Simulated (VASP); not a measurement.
Write the native input for VASP 6.6.1 that does the following.

* Task: relaxation of cell and atoms
* Functional: PBE
* Potentials or basis: VASP PAW PBE potentials, release 64 (Sc_sv, Al, Sb, P)
* Cutoff: 600 eV
* k mesh: 3 × 3 × 4
* Occupations: gaussian, width 0.1 eV
* Spin: no spin polarisation
* Dipole correction: no
* Further INCAR settings: ALGO = Normal; EDIFF = 1e-07; IBRION = 2; EDIFFG = -0.04; NSW = 90; ISIF = 3

The structure of ScAlSbP3 lies in POSCAR:

```
ScAlSbP3
1.0
    6.1848769600      0.0000000000      0.0000000000
   -3.0924384800      5.3562605600      0.0000000000
    0.0000000000      0.0000000000      3.8572911900
Sc Al Sb P
1 1 1 3
Direct
    0.0000000000      0.0000000000      0.0000000000
    0.6666666700      0.3333333300      0.0000000000
    0.3333333300      0.6666666700      0.0000000000
    0.0129650000      0.5064825000      0.5000000000
    0.4935175000      0.5064825000      0.5000000000
    0.4935175000      0.9870350000      0.5000000000
```

The cell was built from a structure type or drawn by symmetry, and may not be a known phase.

These files were run (other wordings do the same):

INCAR

```
SYSTEM = ScAlSbP3
PREC = Accurate ; ENCUT = 600
EDIFF = 1E-7 ; ISMEAR = 0
SIGMA = 0.1 ; LREAL = .FALSE.
LASPH = .TRUE. ; NELM = 100
ALGO = Normal ; ISIF = 3
LWAVE = .FALSE. ; LCHARG = .FALSE.
GGA = PE ; IBRION = 2
NSW = 90 ; EDIFFG = -0.04
```

KPOINTS

```
regular mesh
0
G
  3 3 4
  0 0 0
```

Potentials or basis: VASP PAW PBE potentials, release 64 (Sc_sv, Al, Sb, P).

Command:

```bash
$ cat potpaw_PBE.64/Sc_sv/POTCAR potpaw_PBE.64/Al/POTCAR potpaw_PBE.64/Sb/POTCAR potpaw_PBE.64/P/POTCAR > POTCAR
$ mpirun -np 1 vasp_std > vasp.out
```

It gave:

```
Relaxed volume                        : 20.63 Å³/atom
Relaxed cell                          : a = 6.089 Å, b = 6.089 Å, c = 3.855 Å, α = 90.00°, β = 90.00°, γ = 120.00°
Space group after relaxing (to 0.1 Å) : P-6m2 (No. 187)
Energy gained by relaxing             : 172.1 meV/atom
Ionic steps                           : 7
Pressure after relaxing               : 0.0 GPa
Largest force after relaxing          : 0.020 eV/Å
Band gap on the k mesh                : zero (bands 17 and 18 overlap by 1.05 eV)
```

Caveat: the k points lie up to 0.41 Å⁻¹ apart in the final cell, too coarse for converged energies and pressures of a metal; spin-orbit coupling is left out, which moves the levels of the heavy elements.

Wall time 3 min on 1 thread of Intel(R) Xeon(R) Platinum 8488C (Sapphire Rapids), with other jobs on the host, peak memory 0.31 GiB.
